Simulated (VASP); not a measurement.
Input of a VASP 6.6.1 run:

Contents of INCAR:

```
ALGO = Normal
EDIFF = 1E-6
ENCUT = 520
GGA = CA
ISIF = 2
ISMEAR = -1
LASPH = T
LCHARG = T
LELF = T
LREAL = F
LVHAR = T
LWAVE = F
NBANDS = 10
NELM = 100
PREC = Accurate
SIGMA = 0.1
```

KPOINTS

```
k-points
0
Gamma
  23 23 23
```

The input POSCAR:

```
Ir
1.0
    0.0000000000      1.9060927672      1.9060927672
    1.9060927672      0.0000000000      1.9060927672
    1.9060927672      1.9060927672      0.0000000000
Ir
1
Direct
    0.0000000000      0.0000000000      0.0000000000
```

Potentials or basis: VASP PAW LDA potentials, release 64 (Ir).

Command:

```console
$ cat potpaw_LDA.64/Ir/POTCAR > POTCAR
$ mpirun -np 1 vasp_std > vasp.out
```

(1) Estimate the pressure.

Answers

(1) 2.4 GPa.
